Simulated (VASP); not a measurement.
A run of VASP 6.6.1:

Contents of INCAR:

```
SYSTEM = Ag
PREC = Accurate ; ENCUT = 520
EDIFF = 1E-6 ; ISMEAR = -1
SIGMA = 0.1 ; LREAL = .FALSE.
LASPH = .TRUE. ; NELM = 100
ALGO = Normal ; ISIF = 2
LWAVE = .FALSE. ; LCHARG = .FALSE.
GGA = PS ; NBANDS = 12
```

The input KPOINTS:

```
Automatic mesh
0
G
  13 13 13
  0 0 0
```

Contents of POSCAR:

```
Ag
1.0
    2.7209015595      0.0000000000      0.0000000000
    0.0000000000      2.7209015595      0.0000000000
    0.0000000000      0.0000000000      2.7209015595
Ag
1
Direct
    0.0000000000      0.0000000000      0.0000000000
```

Potentials or basis: VASP PAW PBE potentials, release 64 (Ag).

Launch:

```bash
$ cat potpaw_PBE.64/Ag/POTCAR > POTCAR
$ mpirun -np 1 vasp_std > vasp.out
```

Hardware: 1 thread of Intel(R) Xeon(R) 6975P-C (Granite Rapids), with other jobs on the host.

Q: Estimate the wall time of this run.

A: Run time: 4.8 s on 1 thread of Intel(R) Xeon(R) 6975P-C (Granite Rapids), with other jobs on the host, peak memory 0.13 GiB. Counts: scf iterations 11, k points 84.
